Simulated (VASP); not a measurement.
**MgO: single point with r2SCAN+D3(BJ)**

Crystal: MgO.

```
CELL_PARAMETERS angstrom
0.00000 2.13515 2.13515
2.13515 0.00000 2.13515
2.13515 2.13515 0.00000
ATOMIC_POSITIONS crystal
Mg 0.00000 0.00000 0.00000
O 0.50000 0.50000 0.50000
```

```yaml
Program: VASP 6.6.1
Task: single point
Functional: r2SCAN
Dispersion: D3(BJ)
Potentials_or_basis: VASP PAW PBE potentials, release 64 (Mg, O)
Cutoff: 520 eV
k_mesh: 10 × 10 × 10
Occupations: gaussian, width 0.05 eV
Spin: no spin polarisation
```

```
Pressure                   : -10.4 GPa
Band gap on the k mesh     : 5.20 eV, direct
Dispersion energy per atom : -0.133 eV
```

Levels at points of the mesh, in eV from the valence-band top:
```
           k point  band 1  band 2  band 3  band 4  band 5  band 6  band 7  band 8
(0.00, 0.00, 0.00)  -18.00    0.00    0.00    0.00    5.20   16.59   16.59   16.59
(0.50, 0.00, 0.00)  -16.85   -4.43   -0.63   -0.63    8.53   13.32   16.99   16.99
(0.50, 0.50, 0.00)  -16.61   -3.93   -1.32   -1.32    9.97   10.60   13.83   19.72
```

It took 67 s on 1 thread of Intel Xeon 8259CL, on a shared host, peak memory 0.16 GiB.

Caveat: three body term missing; the PAW data sets were made with another functional, which shifts forces and pressure a little. r2SCAN opens gaps a little over a GGA but as a rule still falls short of measured ones.
